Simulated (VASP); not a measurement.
# Sn (I4_1/amd) in VASP: relaxation of cell and atoms with PBEsol

Aim: the relaxation of cell and atoms of Sn with PBEsol.

Everything below comes from runs of VASP 6.6.1. Logs are shortened: lines on timing, memory, paths and dates and some standing lists are left out, and cuts for length are marked.

**1. The cell of the first run**

It takes space group I4_1/amd (No. 141, tetragonal). The conventional cell has a = 5.839 Å, b = 5.839 Å, c = 3.188 Å, α = 90.00°, β = 90.00°, γ = 90.00°. Sn (site symmetry -4m2) has 10 Sn at 3.03 to 3.77 Å within 4.0 Å.

**2. Relaxation of cell and atoms, PBEsol**

INCAR

```
SYSTEM = Sn
PREC     = Accurate       ! precision mode
ENCUT    = 600            ! plane-wave cutoff, eV
EDIFF    = 1E-7           ! SCF threshold, eV
ISMEAR   = -1             ! smearing method
SIGMA    = 0.1            ! smearing width, eV
LREAL    = .FALSE.        ! projectors in reciprocal space
LASPH    = .TRUE.         ! aspherical terms in the spheres
NELM     = 60             ! most SCF steps
ALGO     = Normal         ! electronic algorithm
ISIF     = 3              ! what is computed and relaxed
LWAVE    = .FALSE.        ! write WAVECAR
LCHARG   = .FALSE.        ! write CHGCAR
GGA      = PS             ! functional
IBRION   = 2              ! ionic algorithm
NSW      = 80             ! ionic steps
EDIFFG   = -0.01          ! ionic threshold
```

KPOINTS

```
Automatic mesh
0
G
  12 12 12
  0 0 0
```

POSCAR

```
Sn
1.0
   -2.9196400000      2.9196400000      1.5938000000
    2.9196400000     -2.9196400000      1.5938000000
    2.9196400000      2.9196400000     -1.5938000000
Sn
2
Direct
    0.0000000000      0.0000000000      0.0000000000
    0.7500000000      0.2500000000      0.5000000000
```

Potentials or basis: VASP PAW PBE potentials, release 64 (Sn_d).

Launch:

```console
cat potpaw_PBE.64/Sn_d/POTCAR > POTCAR
mpirun -np 1 vasp_std > vasp.out
```

OUTCAR:

```text
SYSTEM = Sn
   PREC = Accurate
   ENCUT = 600
   EDIFF = 1E-7
   ISMEAR = -1
   LREAL = .FALSE.
   LASPH = .TRUE.
   NELM = 60
   ISIF = 3
   GGA = PS
   IBRION = 2
   NSW = 80
   EDIFFG = -0.01

 ion  position               nearest neighbor table
   1  0.000  0.000  0.000-   2 3.03   2 3.03   2 3.03   2 3.03
   2  0.750  0.250  0.500-   1 3.03   1 3.03   1 3.03   1 3.03

  LATTYP: Found a body centered tetragonal cell.
 ALAT       =     5.8392800000
 C/A-ratio  =     0.5458892192

  Lattice vectors:

 A1 = (  -2.9196400000,   2.9196400000,   1.5938000000)
 A2 = (   2.9196400000,  -2.9196400000,   1.5938000000)
 A3 = (   2.9196400000,   2.9196400000,  -1.5938000000)

Analysis of symmetry for initial positions (statically):
=====================================================================
 Subroutine PRICEL returns:
 Original cell was already a primitive cell.

 Routine SETGRP: Setting up the symmetry group for a
 body centered tetragonal supercell.

 Subroutine GETGRP returns: Found 16 space group operations
 (whereof  8 operations were pure point group operations)
 out of a pool of 16 trial point group operations.

The static configuration has the point symmetry D_2d.
 The point group associated with its full space group is D_4h.

Analysis of symmetry for dynamics (positions and initial velocities):
=====================================================================
 Subroutine PRICEL returns:
 Original cell was already a primitive cell.

 Routine SETGRP: Setting up the symmetry group for a
 body centered tetragonal supercell.

 Subroutine GETGRP returns: Found 16 space group operations
 (whereof  8 operations were pure point group operations)
 out of a pool of 16 trial point group operations.

The dynamic configuration has the point symmetry D_2d.
 The point group associated with its full space group is D_4h.

 Subroutine INISYM returns: Found 16 space group operations
 (whereof  8 operations are pure point group operations),
 and found     1 'primitive' translations

----------------------------------------------------------------------------------------

                                     Primitive cell

  volume of cell :      54.3441

  direct lattice vectors                    reciprocal lattice vectors
    -2.919640000  2.919640000  1.593800000     0.000000000  0.171253990  0.313715648
     2.919640000 -2.919640000  1.593800000     0.171253990  0.000000000  0.313715648
     2.919640000  2.919640000 -1.593800000     0.171253990  0.171253990  0.000000000

  length of vectors
     4.425922943  4.425922943  4.425922943     0.357414937  0.357414937  0.242189716

  position of ions in fractional coordinates (direct lattice)
     0.000000000  0.000000000  0.000000000
     0.750000000  0.250000000  0.500000000

  ion indices of the primitive-cell ions
   primitive index   ion index
                 1           1
                 2           2

----------------------------------------------------------------------------------------

 KPOINTS: Automatic mesh

Automatic generation of k-mesh.
 Grid dimensions read from file:
 generate k-points for:   12   12   12

 Generating k-lattice:

  Cartesian coordinates                     Fractional coordinates (reciprocal lattice)
     0.000000000  0.014271166  0.026142971     0.083333333  0.000000000  0.000000000
     0.014271166  0.000000000  0.026142971     0.000000000  0.083333333  0.000000000
     0.014271166  0.014271166  0.000000000     0.000000000  0.000000000  0.083333333

  Length of vectors
     0.029784578  0.029784578  0.020182476

  Shift w.r.t. Gamma in fractional coordinates (k-lattice)
     0.000000000  0.000000000  0.000000000

 Subroutine IBZKPT returns following result:
 ===========================================

 Found    163 irreducible k-points:

 Following reciprocal coordinates:
            Coordinates               Weight
  0.000000  0.000000  0.000000      1.000000
  0.083333 -0.000000  0.000000      8.000000
  0.166667 -0.000000  0.000000      8.000000
  0.250000 -0.000000  0.000000      8.000000
  0.333333  0.000000  0.000000      8.000000
  0.416667 -0.000000  0.000000      8.000000
[... 16 lines left out ...]
  0.500000  0.166667  0.000000     16.000000
 -0.416667  0.166667 -0.000000     16.000000
 [... further k-points ...]
   k-points           NKPTS =    163   k-points in BZ     NKDIM =    163   number of bands    NBANDS=     18
   number of dos      NEDOS =    301   number of ions     NIONS =      2
   total plane-waves  NPLWV =  46656
   dimension x,y,z NGX =    36 NGY =   36 NGZ =   36
   dimension x,y,z NGXF=    72 NGYF=   72 NGZF=   72
   ions per type =               2
   NGX,Y,Z   is equivalent  to a cutoff of  13.52, 13.52, 13.52 a.u.
   NGXF,Y,Z  is equivalent  to a cutoff of  27.04, 27.04, 27.04 a.u.
 SYSTEM =  Sn
   PREC   = accura    normal or accurate (medium, high low for compatibility)
   ISTART =      0    job   : 0-new  1-cont  2-samecut
   ICHARG =      2    charge: 1-file 2-atom 10-const
   ISPIN  =      1    spin polarized calculation?
   LNONCOLLINEAR =      F non collinear calculations
   LSORBIT =      F    spin-orbit coupling
   LASPH  =      T    aspherical Exc in radial PAW
   ENCUT  =  600.0 eV  44.10 Ry    6.64 a.u.   8.84  8.84  8.84*2*pi/ulx,y,z
   NELM   =     60;   NELMIN=  2; NELMDL= -5     # of ELM steps
   EDIFF  = 0.1E-06   stopping-criterion for ELM
   LREAL  =      F    real-space projection
   EDIFFG = -.1E-01   stopping-criterion for IOM
   NSW    =     80    number of steps for IOM
   IBRION =      2    ionic relax: 0-MD 1-quasi-New 2-CG
   NFREE  =      1    steps in history (QN), initial steepest desc. (CG)
   ISIF   =      3    stress and relaxation
   ISYM   =      2    0-nonsym 1-usesym 2-fastsym
   POTIM  = 0.5000    time-step for ionic-motion
   TEBEG  =    0.0;   TEEND  =   0.0 temperature during run
   PSTRESS=    0.0 pullay stress
   NELECT =      28.0000    total number of electrons
   NUPDOWN=      -1.0000    fix difference up-down
   EMIN   =  10.00;   EMAX   =-10.00  energy-range for DOS
   EFERMI =   0.00;   METHOD = LEGACY
   ISMEAR =    -1;   SIGMA  =   0.10  broadening in eV -4-tet -1-fermi 0-gaus
   EFERMI_NEDOS =   21; number of points for ismear=-14 and -15
   IALGO  =     38    algorithm
   IMIX   =      4    mixing-type and parameters
     AMIX     =   0.40;   BMIX     =  1.00
     AMIX_MAG =   1.60;   BMIX_MAG =  1.00
  volume/ion in A,a.u.               =      27.17       183.37
  Fermi-wavevector in a.u.,A,eV,Ry     =   1.312432  2.480136 23.435721  1.722477
  Thomas-Fermi vector in A             =   2.442824
   LORBIT       =      0    0 simple, 1 ext, 2 COOP (PROOUT), +10 PAW based schemes
   GGA     = PS    functional components
   LHFCALC =     F    Hartree Fock is set to
   AEXX    =    0.0000 exact exchange contribution
   IVDW    =     0    specifies the selected vdW correction
   LEPSILON=     F    determine dielectric tensor
   LRPA    =     F    only Hartree local field effects (RPA)
 conjugate gradient relaxation of ions
 non-spin polarized calculation
  energy-cutoff  :      600.00
  volume of cell :       54.34
 maximum number of plane-waves:      1838
   NGX = 17   NGY = 17   NGZ = 17

--------------------------------------- Ionic step        1  -------------------------------------------

 number of electron      27.9999999 magnetization

 Free energy of the ion-electron system (eV)
  ---------------------------------------------------
  ext. energy  EPLUGINS =         0.00000000
  ---------------------------------------------------
  free energy    TOTEN  =        -8.53631908 eV

  energy without entropy =       -8.50576107  energy(sigma->0) =       -8.52104008

------------------------ aborting loop because EDIFF is reached ----------------------------------------

  FORCE on cell =-STRESS in cart. coord.  units (eV):
  Direction    XX          YY          ZZ          XY          YZ          ZX
  --------------------------------------------------------------------------------------
  -------------------------------------------------------------------------------------
  Total       -0.1472610     -0.1472610     -0.2990377      0.0000000     -0.0000000      0.0000000
  in kB       -4.3415598     -4.3415598     -8.8162545      0.0000000     -0.0000000      0.0000000
  external PRESSURE =      -5.8331247 kB  Pullay stress =       0.0000000 kB

 VOLUME and BASIS-vectors are now :
 -----------------------------------------------------------------------------
  energy-cutoff  :      600.00
  volume of cell :       54.34
      direct lattice vectors                 reciprocal lattice vectors
    -2.919640000  2.919640000  1.593800000     0.000000000  0.171253990  0.313715648
     2.919640000 -2.919640000  1.593800000     0.171253990  0.000000000  0.313715648
     2.919640000  2.919640000 -1.593800000     0.171253990  0.171253990  0.000000000
[... 73 lines left out ...]
 POSITION                                       TOTAL-FORCE (eV/Angst)
 -----------------------------------------------------------------------------------
      0.00000      0.00000      0.00000         0.000000     -0.000000     -0.000000
     -0.00000      2.91152      0.79240        -0.000000      0.000000      0.000000
 -----------------------------------------------------------------------------------
    total drift:                               -0.000000      0.000000     -0.000000

  FREE ENERGIE OF THE ION-ELECTRON SYSTEM (eV)
  ---------------------------------------------------
  free  energy   TOTEN  =        -8.5375577144 eV

  energy  without entropy=       -8.5074326254  energy(sigma->0) =       -8.52249517

--------------------------------------- Ionic step        4  -------------------------------------------

 number of electron      28.0000004 magnetization

 Free energy of the ion-electron system (eV)
  ---------------------------------------------------
  ext. energy  EPLUGINS =         0.00000000
  ---------------------------------------------------
  free energy    TOTEN  =        -8.53766342 eV

  energy without entropy =       -8.50744808  energy(sigma->0) =       -8.52255575

 E-fermi :   7.9249     XC(G=0): -10.4966

 val. band max:        7.9113054125   @ k =  -0.1667  -0.1667   0.1667
 cond. band min:       7.9354989732   @ k =   0.2500   0.0833   0.0000
 fundamental gap:      0.0241935607
 Fermi energy:         7.9249107098

 k-point     1 :       0.0000    0.0000    0.0000
  band No.  band energies     occupation
      1     -13.6311      2.00000
      2     -13.5460      2.00000
      3     -13.5015      2.00000
      4     -13.4902      2.00000
      5     -13.3306      2.00000
      6     -13.3306      2.00000
[... 10 lines left out ...]
     17      14.1661      0.00000
     18      14.8813      0.00000
[... 463 lines left out ...]
 k-point    24 :      -0.4167    0.1667   -0.0000
  band No.  band energies     occupation
      1     -13.5571      2.00000
      2     -13.4687      2.00000
      3     -13.4534      2.00000
      4     -13.4292      2.00000
      5     -13.3837      2.00000
      6     -13.3559      2.00000
[... 10 lines left out ...]
     17      10.9359      0.00000
     18      13.3182      0.00000

 [... further k-points ...]
[... 5 lines left out ...]
  --------------------------------------------------------------------------------------
  -------------------------------------------------------------------------------------
  Total        0.0138775      0.0138775     -0.0179360      0.0000000      0.0000000      0.0000000
  in kB        0.4135876      0.4135876     -0.5345418      0.0000000      0.0000000      0.0000000
  external PRESSURE =       0.0975445 kB  Pullay stress =       0.0000000 kB

 VOLUME and BASIS-vectors are now :
 -----------------------------------------------------------------------------
  energy-cutoff  :      600.00
  volume of cell :       53.76
      direct lattice vectors                 reciprocal lattice vectors
    -2.914232668  2.914232668  1.582509522     0.000000000  0.171571750  0.315953865
     2.914232668 -2.914232668  1.582509522     0.171571750  0.000000000  0.315953865
     2.914232668  2.914232668 -1.582509522     0.171571750  0.171571750  0.000000000

 POSITION                                       TOTAL-FORCE (eV/Angst)
 -----------------------------------------------------------------------------------
     -2.91423      2.91423      1.58251        -0.000000     -0.000000     -0.000000
      0.00000      2.91423      0.79125         0.000000      0.000000      0.000000
 -----------------------------------------------------------------------------------
    total drift:                               -0.000000      0.000000      0.000000

  FREE ENERGIE OF THE ION-ELECTRON SYSTEM (eV)
  ---------------------------------------------------
  free  energy   TOTEN  =        -8.5376634181 eV

  energy  without entropy=       -8.5074480791  energy(sigma->0) =       -8.52255575

 reached required accuracy - stopping structural energy minimisation
```

Run time: 9.4 min. Hardware: 1 thread of Oxide Virtual Turin-like, shared host; peak memory 0.3 GiB.

Results:

```yaml
Free_energy: -8.5377 eV
Relaxed_volume: 26.88 Å³/atom
Relaxed_cell: a = 4.415 Å, b = 4.415 Å, c = 4.415 Å, α = 97.38°, β = 97.38°, γ = 137.99°
Space_group_after_relaxing_to_0.05_Å: I4_1/amd (No. 141)
Energy_gained_by_relaxing: 0.7 meV/atom
Ionic_steps: 4
Pressure_after_relaxing: 0.0 GPa
Band_gap_on_the_k_mesh: zero (band 14 reaches 9.28 eV, above the bottom of band 15 at 5.08 eV)
```

Stress tensor (GPa, compression positive):
```
 0.04  0.00  0.00
 0.00  0.04  0.00
 0.00  0.00 -0.05
```

Step by step:
```csv
step,energy change (eV),largest force (eV/Å),pressure (GPa),volume (Å³)
1,0.0000,0.0000,-0.58,54.34
2,-0.0011,0.0000,0.22,53.57
3,-0.0012,0.0000,0.05,53.74
4,-0.0013,0.0000,0.01,53.76
```

Final structure:
```
Sn
1.0
    -2.91423    2.91423    1.58251
     2.91423   -2.91423    1.58251
     2.91423    2.91423   -1.58251
Sn
2
Direct
  0.00000 0.00000 0.00000
  0.75000 0.25000 0.50000
```

Caveat: the PAW data sets were made with another functional, which shifts forces and pressure a little; spin-orbit coupling is left out, which moves the levels of the heavy elements.
